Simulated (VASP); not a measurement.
# ZnSe (scanat) (F-43m) in VASP: single point with r2SCAN

Aim: the single point of ZnSe (scanat) with r2SCAN.

Everything below comes from runs of VASP 6.6.1. Logs are shortened: lines on timing, memory, paths and dates and some standing lists are left out, and cuts for length are marked.

**1. The cell of the first run**

The structure is cubic, space group F-43m (No. 216). Conventional cell: a = 5.633 Å, b = 5.633 Å, c = 5.633 Å, α = 90.00°, β = 90.00°, γ = 90.00°. Within 3.2 Å of Zn (site symmetry -43m) lie 4 Se at 2.44 Å. Se (site symmetry -43m) has 4 Zn at 2.44 Å within 3.2 Å.

**2. Single point, r2SCAN**

POSCAR reads:

```
ZnSe
1.0
    0.0000000000      2.8167247235      2.8167247235
    2.8167247235      0.0000000000      2.8167247235
    2.8167247235      2.8167247235      0.0000000000
Zn Se
1 1
Direct
    0.0000000000      0.0000000000      0.0000000000
    0.2500000000      0.2500000000      0.2500000000
```

INCAR.step1 reads:

```
PREC = Accurate
ENCUT = 520
ISMEAR = 0
SIGMA = 0.02
LREAL = False
LASPH = True
NELM = 60
NBANDS = 16
GGA = PE
ALGO = Normal
EDIFF = 1E-4
LWAVE = True
LCHARG = False
```

INCAR.step2 reads:

```
PREC = Accurate
ENCUT = 520
EDIFF = 1E-6
ISMEAR = 0
SIGMA = 0.02
LREAL = False
LASPH = True
NELM = 60
ALGO = Normal
ISIF = 2
LWAVE = False
LCHARG = True
METAGGA = R2SCAN
LMIXTAU = True
LELF = True
LVHAR = True
NBANDS = 16
ISTART = 1
```

KPOINTS reads:

```
regular mesh
0
Gamma
  8 8 8
```

Potentials or basis: VASP PAW PBE potentials, release 64 (Zn, Se).

Launch:

```sh
$ cat potpaw_PBE.64/Zn/POTCAR potpaw_PBE.64/Se/POTCAR > POTCAR
$ cp INCAR.step1 INCAR
$ mpirun -np 1 vasp_std > vasp.out
$ cp INCAR.step2 INCAR
$ mpirun -np 1 vasp_std > vasp.out
```

OUTCAR:

```text
PREC = Accurate
   ENCUT = 520
   EDIFF = 1E-6
   ISMEAR = 0
   LREAL = False
   LASPH = True
   NELM = 60
   ISIF = 2
   METAGGA = R2SCAN
   ISTART = 1

 ion  position               nearest neighbor table
   1  0.000  0.000  0.000-   2 2.44   2 2.44   2 2.44   2 2.44
   2  0.250  0.250  0.250-   1 2.44   1 2.44   1 2.44   1 2.44

  LATTYP: Found a face centered cubic cell.
 ALAT       =     5.6334494470

  Lattice vectors:

 A1 = (   0.0000000000,   2.8167247235,   2.8167247235)
 A2 = (   2.8167247235,   0.0000000000,   2.8167247235)
 A3 = (   2.8167247235,   2.8167247235,   0.0000000000)

Analysis of symmetry for initial positions (statically):
=====================================================================
 Subroutine PRICEL returns:
 Original cell was already a primitive cell.

 Routine SETGRP: Setting up the symmetry group for a
 face centered cubic supercell.

 Subroutine GETGRP returns: Found 24 space group operations
 (whereof 24 operations were pure point group operations)
 out of a pool of 48 trial point group operations.

The static configuration has the point symmetry T_d .

Analysis of symmetry for dynamics (positions and initial velocities):
=====================================================================
 Subroutine PRICEL returns:
 Original cell was already a primitive cell.

 Routine SETGRP: Setting up the symmetry group for a
 face centered cubic supercell.

 Subroutine GETGRP returns: Found 24 space group operations
 (whereof 24 operations were pure point group operations)
 out of a pool of 48 trial point group operations.

The dynamic configuration has the point symmetry T_d .

 Subroutine INISYM returns: Found 24 space group operations
 (whereof 24 operations are pure point group operations),
 and found     1 'primitive' translations

----------------------------------------------------------------------------------------

                                     Primitive cell

  volume of cell :      44.6954

  direct lattice vectors                    reciprocal lattice vectors
     0.000000000  2.816724724  2.816724724    -0.177511134  0.177511134  0.177511134
     2.816724724  0.000000000  2.816724724     0.177511134 -0.177511134  0.177511134
     2.816724724  2.816724724  0.000000000     0.177511134  0.177511134 -0.177511134

  length of vectors
     3.983450305  3.983450305  3.983450305     0.307458303  0.307458303  0.307458303

  position of ions in fractional coordinates (direct lattice)
     0.000000000  0.000000000  0.000000000
     0.250000000  0.250000000  0.250000000

  ion indices of the primitive-cell ions
   primitive index   ion index
                 1           1
                 2           2

----------------------------------------------------------------------------------------

 KPOINTS: regular mesh

Automatic generation of k-mesh.
 Grid dimensions read from file:
 generate k-points for:    8    8    8

 Generating k-lattice:

  Cartesian coordinates                     Fractional coordinates (reciprocal lattice)
    -0.022188892  0.022188892  0.022188892     0.125000000  0.000000000  0.000000000
     0.022188892 -0.022188892  0.022188892     0.000000000  0.125000000  0.000000000
     0.022188892  0.022188892 -0.022188892     0.000000000  0.000000000  0.125000000

  Length of vectors
     0.038432288  0.038432288  0.038432288

  Shift w.r.t. Gamma in fractional coordinates (k-lattice)
     0.000000000  0.000000000  0.000000000

 Subroutine IBZKPT returns following result:
 ===========================================

 Found     29 irreducible k-points:

 Following reciprocal coordinates:
            Coordinates               Weight
  0.000000  0.000000  0.000000      1.000000
  0.125000  0.000000  0.000000      8.000000
  0.250000  0.000000  0.000000      8.000000
  0.375000  0.000000  0.000000      8.000000
  0.500000  0.000000  0.000000      4.000000
  0.125000  0.125000  0.000000      6.000000
[... 16 lines left out ...]
  0.500000  0.250000  0.125000     48.000000
 -0.375000  0.250000  0.125000     24.000000
 [... further k-points ...]
   k-points           NKPTS =     29   k-points in BZ     NKDIM =     29   number of bands    NBANDS=     16
   number of dos      NEDOS =    301   number of ions     NIONS =      2
   total plane-waves  NPLWV =  27000
   dimension x,y,z NGX =    30 NGY =   30 NGZ =   30
   dimension x,y,z NGXF=    60 NGYF=   60 NGZF=   60
   ions per type =               1   1
   NGX,Y,Z   is equivalent  to a cutoff of  12.52, 12.52, 12.52 a.u.
   NGXF,Y,Z  is equivalent  to a cutoff of  25.04, 25.04, 25.04 a.u.
 SYSTEM =  unknown system
   PREC   = accura    normal or accurate (medium, high low for compatibility)
   ISTART =      1    job   : 0-new  1-cont  2-samecut
   ICHARG =      0    charge: 1-file 2-atom 10-const
   ISPIN  =      1    spin polarized calculation?
   LNONCOLLINEAR =      F non collinear calculations
   LSORBIT =      F    spin-orbit coupling
   LASPH  =      T    aspherical Exc in radial PAW
   ENCUT  =  520.0 eV  38.22 Ry    6.18 a.u.   7.41  7.41  7.41*2*pi/ulx,y,z
   NELM   =     60;   NELMIN=  2; NELMDL=  0     # of ELM steps
   EDIFF  = 0.1E-05   stopping-criterion for ELM
   LREAL  =      F    real-space projection
   EDIFFG = 0.1E-04   stopping-criterion for IOM
   NSW    =      0    number of steps for IOM
   IBRION =     -1    ionic relax: 0-MD 1-quasi-New 2-CG
   NFREE  =      0    steps in history (QN), initial steepest desc. (CG)
   ISIF   =      2    stress and relaxation
   ISYM   =      2    0-nonsym 1-usesym 2-fastsym
   POTIM  = 0.5000    time-step for ionic-motion
   TEBEG  =    0.0;   TEEND  =   0.0 temperature during run
   PSTRESS=    0.0 pullay stress
   NELECT =      18.0000    total number of electrons
   NUPDOWN=      -1.0000    fix difference up-down
   EMIN   =  10.00;   EMAX   =-10.00  energy-range for DOS
   EFERMI =   0.00;   METHOD = LEGACY
   ISMEAR =     0;   SIGMA  =   0.02  broadening in eV -4-tet -1-fermi 0-gaus
   EFERMI_NEDOS =   21; number of points for ismear=-14 and -15
   IALGO  =     38    algorithm
   IMIX   =      4    mixing-type and parameters
     AMIX     =   0.40;   BMIX     =  1.00
     AMIX_MAG =   1.60;   BMIX_MAG =  1.00
  volume/ion in A,a.u.               =      22.35       150.81
  Fermi-wavevector in a.u.,A,eV,Ry     =   1.208958  2.284600 19.886000  1.461580
  Thomas-Fermi vector in A             =   2.344550
   LORBIT       =      0    0 simple, 1 ext, 2 COOP (PROOUT), +10 PAW based schemes
   METAGGA = R2SCAN    functional components
   LHFCALC =     F    Hartree Fock is set to
   AEXX    =    0.0000 exact exchange contribution
   IVDW    =     0    specifies the selected vdW correction
   LEPSILON=     F    determine dielectric tensor
   LRPA    =     F    only Hartree local field effects (RPA)
 non-spin polarized calculation
 Gauss-broadening in eV      SIGMA  =   0.02
  energy-cutoff  :      520.00
  volume of cell :       44.70
 maximum number of plane-waves:      1243
 NGX is ok and might be reduce to    30
   NGX = 15   NGY = 15   NGZ = 15

 number of electron      17.9999998 magnetization

 Free energy of the ion-electron system (eV)
  ---------------------------------------------------
  ext. energy  EPLUGINS =         0.00000000
  ---------------------------------------------------
  free energy    TOTEN  =       -24.90631277 eV

  energy without entropy =      -24.90631277  energy(sigma->0) =      -24.90631277

 E-fermi :   1.5946     XC(G=0): -10.0088

 val. band max:        1.4563708773   @ k =   0.0000   0.0000   0.0000
 cond. band min:       3.4030115701   @ k =   0.0000   0.0000   0.0000
 fundamental gap:      1.9466406928
 Fermi energy:         1.5946045027

 k-point     1 :       0.0000    0.0000    0.0000
  band No.  band energies     occupation
      1     -12.3797      2.00000
      2      -5.3045      2.00000
      3      -5.3045      2.00000
      4      -5.3044      2.00000
      5      -4.8786      2.00000
      6      -4.8786      2.00000
[... 8 lines left out ...]
     15      13.5213      0.00000
     16      13.5213      0.00000

 k-point     2 :       0.1250    0.0000    0.0000
  band No.  band energies     occupation
      1     -12.2720      2.00000
      2      -5.2963      2.00000
      3      -5.2870      2.00000
      4      -5.2870      2.00000
      5      -4.8801      2.00000
      6      -4.8800      2.00000
[... 8 lines left out ...]
     15      12.7148      0.00000
     16      13.0192      0.00000

 k-point     3 :       0.2500    0.0000    0.0000
  band No.  band energies     occupation
      1     -11.9918      2.00000
      2      -5.2481      2.00000
      3      -5.2481      2.00000
      4      -5.2357      2.00000
      5      -4.8787      2.00000
      6      -4.8786      2.00000
[... 8 lines left out ...]
     15      12.4851      0.00000
     16      12.8222      0.00000

 k-point     4 :       0.3750    0.0000    0.0000
  band No.  band energies     occupation
      1     -11.6763      2.00000
      2      -5.2159      2.00000
      3      -5.2159      2.00000
      4      -5.0247      2.00000
      5      -4.8681      2.00000
      6      -4.8680      2.00000
[... 8 lines left out ...]
     15      13.6973      0.00000
     16      13.6974      0.00000
[... 324 lines left out ...]
 k-point    22 :       0.3750    0.2500    0.1250
  band No.  band energies     occupation
      1     -11.7722      2.00000
      2      -5.2552      2.00000
      3      -5.1906      2.00000
      4      -5.1622      2.00000
      5      -4.8947      2.00000
      6      -4.8526      2.00000
[... 8 lines left out ...]
     15      14.4685      0.00000
     16      15.7686      0.00000

 k-point    23 :       0.5000    0.2500    0.1250
  band No.  band energies     occupation
      1     -11.5083      2.00000
      2      -5.1969      2.00000
      3      -5.1624      2.00000
      4      -5.0140      2.00000
      5      -4.8662      2.00000
      6      -4.8181      2.00000
[... 8 lines left out ...]
     15      14.8901      0.00000
     16      15.9410      0.00000

 k-point    24 :      -0.3750    0.2500    0.1250
  band No.  band energies     occupation
      1     -11.3907      2.00000
      2      -5.1864      2.00000
      3      -5.1468      2.00000
      4      -4.9165      2.00000
      5      -4.8726      2.00000
      6      -4.6639      2.00000
[... 8 lines left out ...]
     15      14.9643      0.00000
     16      15.8704      0.00000

 [... further k-points ...]

------------------------ aborting loop because EDIFF is reached ----------------------------------------

  FORCE on cell =-STRESS in cart. coord.  units (eV):
  Direction    XX          YY          ZZ          XY          YZ          ZX
  --------------------------------------------------------------------------------------
  -------------------------------------------------------------------------------------
  Total        0.3527647      0.3527647      0.3527647      0.0000000      0.0000000     -0.0000000
  in kB       12.6453991     12.6453991     12.6453991      0.0000000      0.0000000     -0.0000000
  external PRESSURE =      12.6453991 kB  Pullay stress =       0.0000000 kB

 VOLUME and BASIS-vectors are now :
 -----------------------------------------------------------------------------
  energy-cutoff  :      520.00
  volume of cell :       44.70
      direct lattice vectors                 reciprocal lattice vectors
     0.000000000  2.816724724  2.816724724    -0.177511134  0.177511134  0.177511134
     2.816724724  0.000000000  2.816724724     0.177511134 -0.177511134  0.177511134
     2.816724724  2.816724724  0.000000000     0.177511134  0.177511134 -0.177511134

 POSITION                                       TOTAL-FORCE (eV/Angst)
 -----------------------------------------------------------------------------------
      0.00000      0.00000      0.00000        -0.000000     -0.000000     -0.000000
      1.40836      1.40836      1.40836         0.000000      0.000000      0.000000
 -----------------------------------------------------------------------------------
    total drift:                                0.000026      0.000026      0.000026

  FREE ENERGIE OF THE ION-ELECTRON SYSTEM (eV)
  ---------------------------------------------------
  free  energy   TOTEN  =       -24.9063127692 eV

  energy  without entropy=      -24.9063127692  energy(sigma->0) =      -24.90631277
```

It took 2.6 min on 1 thread of Intel Xeon 8259CL, shared host; peak memory 0.18 GiB.

What came out:

* Free energy: -24.9063 eV
* Pressure: 1.3 GPa
* Band gap on the k mesh: 1.95 eV, direct

Caveat: the PAW data sets were made with another functional, which shifts forces and pressure a little.
